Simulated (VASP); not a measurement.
Set up this calculation in VASP 6.6.1, as the native input.

```
Task                   : single point
Functional             : PBEsol
Potentials or basis    : VASP PAW PBE potentials, release 64 (In_d, Sb)
Cutoff                 : 500 eV
k mesh                 : 16 × 16 × 8
Occupations            : gaussian, width 0.15 eV
Spin                   : no spin polarisation
Dipole correction      : no
Further INCAR settings : ALGO = Normal; EDIFF = 1e-06; NBANDS = 16
```

The structure of InSb lies in POSCAR:

```
InSb
1.0
    2.9951365823      0.0000000000      0.0000000000
    0.0000000000      2.9951365823      0.0000000000
    0.0000000000      0.0000000000      6.0139274668
In Sb
1 1
Direct
    0.0000000000      0.0000000000      0.0000000000
    0.0000000000      0.0000000000      0.5000000000
```

These files were run (other wordings do the same):

INCAR

```
ALGO = Normal
EDIFF = 1E-6
ENCUT = 500
GGA = PS
GGA_COMPAT = F
ISIF = 2
ISMEAR = 0
LASPH = T
LCHARG = F
LREAL = F
LWAVE = F
NBANDS = 16
NELM = 120
PREC = Accurate
SIGMA = 0.15
```

KPOINTS

```
k-points
0
Gamma
  16 16 8
```

Potentials or basis: VASP PAW PBE potentials, release 64 (In_d, Sb).

Run with:

```bash
$ cat potpaw_PBE.64/In_d/POTCAR potpaw_PBE.64/Sb/POTCAR > POTCAR
$ mpirun -np 1 vasp_std > vasp.out
```

Results of the run:

```json
{"Pressure": "2.4 GPa", "Band gap on the k mesh": "zero (bands 9 and 10 overlap by 6.33 eV)"}
```

Caveat: the PAW data sets were made with another functional, which shifts forces and pressure a little; spin-orbit coupling is left out, which moves the levels of the heavy elements.

Run time: 3.4 min on 1 thread of Intel Xeon 8259CL (shared host), peak memory 0.32 GiB.
